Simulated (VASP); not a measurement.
# AlRu (Pm-3m) in VASP: further runs, part 2 of 2

VASP 6.6.1. The steps go on from the part before.

## (3) Single point, PBE0

This run uses another cell than the first one, of 12.85 Å³/atom.

File POSCAR:

```
AlRu
1.0
    2.9511680166      0.0000000000      0.0000000000
    0.0000000000      2.9511680166      0.0000000000
    0.0000000000      0.0000000000      2.9511680166
Ru Al
1 1
Direct
    0.5000000000      0.5000000000      0.5000000000
    0.0000000000      0.0000000000      0.0000000000
```

File INCAR.step1:

```
SYSTEM = AlRu
PREC = Accurate
ENCUT = 520
EDIFF = 1E-5
ISMEAR = -1
SIGMA = 0.05
LREAL = .False.
LASPH = .True.
NELM = 100
ALGO = Normal
ISIF = 2
LWAVE = .True.
LCHARG = .False.
NBANDS = 16
GGA = PE
```

File INCAR.step2:

```
SYSTEM = AlRu
PREC = Accurate
ENCUT = 520
EDIFF = 1E-6
ISMEAR = -1
SIGMA = 0.05
LREAL = .False.
LASPH = .True.
NELM = 100
ALGO = Normal
ISIF = 2
LWAVE = .False.
LCHARG = .False.
GGA = PE
LHFCALC = .True.
AEXX = 0.25
PRECFOCK = Normal
NBANDS = 16
ISTART = 1
```

File KPOINTS:

```
regular mesh
0
Gamma
  6 6 6
  0 0 0
```

Potentials or basis: VASP PAW PBE potentials, release 64 (Ru_pv, Al).

Command:

```
> cat potpaw_PBE.64/Ru_pv/POTCAR potpaw_PBE.64/Al/POTCAR > POTCAR
> cp INCAR.step1 INCAR
> mpirun -np 1 vasp_std > vasp.out
> cp INCAR.step2 INCAR
> mpirun -np 1 vasp_std > vasp.out
```

OUTCAR:

```text
SYSTEM = AlRu
   PREC = Accurate
   ENCUT = 520
   EDIFF = 1E-6
   ISMEAR = -1
   LREAL = .False.
   LASPH = .True.
   NELM = 100
   ISIF = 2
   GGA = PE
   LHFCALC = .True.
   AEXX = 0.25
   PRECFOCK = Normal
   ISTART = 1

 ion  position               nearest neighbor table
   1  0.500  0.500  0.500-   2 2.56   2 2.56   2 2.56   2 2.56   2 2.56   2 2.56   2 2.56   2 2.56

   2  0.000  0.000  0.000-   1 2.56   1 2.56   1 2.56   1 2.56   1 2.56   1 2.56   1 2.56   1 2.56

  LATTYP: Found a simple cubic cell.
 ALAT       =     2.9511680166

  Lattice vectors:

 A1 = (   2.9511680166,   0.0000000000,   0.0000000000)
 A2 = (   0.0000000000,   2.9511680166,   0.0000000000)
 A3 = (   0.0000000000,   0.0000000000,   2.9511680166)

Analysis of symmetry for initial positions (statically):
=====================================================================
 Subroutine PRICEL returns:
 Original cell was already a primitive cell.

 Routine SETGRP: Setting up the symmetry group for a
 simple cubic supercell.

 Subroutine GETGRP returns: Found 48 space group operations
 (whereof 48 operations were pure point group operations)
 out of a pool of 48 trial point group operations.

[... 164 lines left out ...]

 E-fermi :  10.6732     XC(G=0): -10.0083

 val. band max:       10.4321592183   @ k =   0.3333   0.3333   0.3333
 cond. band min:      10.7264997476   @ k =   0.5000   0.1667   0.0000
 fundamental gap:      0.2943405293
 Fermi energy:        10.6732229577

 k-point     1 :       0.0000    0.0000    0.0000
  band No.  band energies     occupation
      1     -34.0218      2.00000
      2     -34.0218      2.00000
      3     -34.0218      2.00000
      4      -0.5590      2.00000
      5       6.2202      2.00000
      6       6.2202      2.00000
[... 357 lines left out ...]
      3     -34.2551      2.00000
      4       4.8495      2.00000
      5       4.8495      2.00000
      6       4.8495      2.00000
[... 8 lines left out ...]
     15      21.3422      0.00000
     16      25.3719      0.00000

------------------------ aborting loop because EDIFF is reached ----------------------------------------

  FORCE on cell =-STRESS in cart. coord.  units (eV):
  Direction    XX          YY          ZZ          XY          YZ          ZX
  --------------------------------------------------------------------------------------
  -------------------------------------------------------------------------------------
  Total        0.7815113      0.7815113      0.7815113      0.0000000     -0.0000000      0.0000000
  in kB       48.7151501     48.7151501     48.7151501      0.0000000     -0.0000000      0.0000000
  external PRESSURE =      48.7151501 kB  Pullay stress =       0.0000000 kB

 VOLUME and BASIS-vectors are now :
 -----------------------------------------------------------------------------
  energy-cutoff  :      520.00
  volume of cell :       25.70
      direct lattice vectors                 reciprocal lattice vectors
     2.951168017  0.000000000  0.000000000     0.338848888  0.000000000  0.000000000
     0.000000000  2.951168017  0.000000000     0.000000000  0.338848888  0.000000000
     0.000000000  0.000000000  2.951168017     0.000000000  0.000000000  0.338848888

 POSITION                                       TOTAL-FORCE (eV/Angst)
 -----------------------------------------------------------------------------------
      1.47558      1.47558      1.47558         0.000000      0.000000      0.000000
      0.00000      0.00000      0.00000         0.000000      0.000000      0.000000
 -----------------------------------------------------------------------------------
    total drift:                                0.000000      0.000000      0.000000

  FREE ENERGIE OF THE ION-ELECTRON SYSTEM (eV)
  ---------------------------------------------------
  free  energy   TOTEN  =       -17.8769263030 eV

  energy  without entropy=      -17.8735110235  energy(sigma->0) =      -17.87521866
```

OUTCAR.step1:

```text
SYSTEM = AlRu
   PREC = Accurate
   ENCUT = 520
   EDIFF = 1E-5
   ISMEAR = -1
   LREAL = .False.
[... 596 lines left out ...]
      1.47558      1.47558      1.47558         0.000000      0.000000      0.000000
      0.00000      0.00000      0.00000         0.000000      0.000000      0.000000
 -----------------------------------------------------------------------------------
    total drift:                                0.000000     -0.000000     -0.000000

  FREE ENERGIE OF THE ION-ELECTRON SYSTEM (eV)
  ---------------------------------------------------
  free  energy   TOTEN  =       -14.2140614008 eV

  energy  without entropy=      -14.1961868878  energy(sigma->0) =      -14.20512414
```

Run time: 28 min. Hardware: 1 thread of Intel Xeon Platinum 8488C (Sapphire Rapids), shared host; peak memory 0.16 GiB.

What came out:

```
Free energy            : -17.8769 eV
Pressure               : 4.9 GPa
Band gap on the k mesh : zero (an odd number of electrons rules out a gap without spin polarisation)
```

Levels at points of the mesh, in eV from the Fermi level:
```
           k point  band 4  band 5  band 6  band 7  band 8  band 9  band 10  band 11  band 12  band 13
(0.00, 0.00, 0.00)  -11.23   -4.45   -4.45    0.45    0.45    0.45     7.78     7.78     7.78    13.21
(0.50, 0.00, 0.00)   -6.92   -6.33   -3.51   -2.33   -2.33    0.89     3.94     8.95    13.11    13.11
(0.50, 0.50, 0.00)   -7.36   -3.77   -1.74   -1.74   -1.57   -1.57     2.93     7.37     8.24    12.75
(0.50, 0.50, 0.50)   -5.82   -5.82   -5.82    3.02    3.02    4.17     5.55     5.55     5.55    10.67
```

Caveat: the cell stands under pressure; the PAW data sets were made with another functional, which shifts forces and pressure a little.

The gap in the log of VASP goes by the Fermi energy; the results here count the filled bands.